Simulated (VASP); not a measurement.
Mg, 1 atom in the cell. It takes space group I4/mmm (No. 139, tetragonal). Conventional cell: a = 3.672 Å, b = 3.672 Å, c = 3.359 Å, α = 90.00°, β = 90.00°, γ = 90.00°. Within 4.1 Å of Mg (site symmetry 4/mmm) lie 14 Mg at 3.09 to 3.67 Å. 

* Program: VASP 6.6.1
* Task: single point
* Functional: revPBE
* Potentials or basis: VASP PAW PBE potentials, release 64 (Mg_sv)
* Cutoff: 840 eV
* k mesh: 2 × 2 × 2
* Occupations: tetrahedron
* Spin: no spin polarisation
* Dipole correction: no
* Further INCAR settings: ALGO = Normal; EDIFF = 1e-06; NBANDS = 11

Potentials or basis: VASP PAW PBE potentials, release 64 (Mg_sv).

Command:

```sh
$ cat potpaw_PBE.64/Mg_sv/POTCAR > POTCAR
$ mpirun -np 1 vasp_std > vasp.out
```

Hardware: 1 thread of AMD EPYC 7R43 64-Core Processor (Zen 3) (shared host).

Estimate the wall time of this run.

It took 7.8 s on 1 thread of AMD EPYC 7R43 64-Core Processor (Zen 3) (shared host), peak memory 0.11 GiB. Counts: scf iterations 14, k points 4.
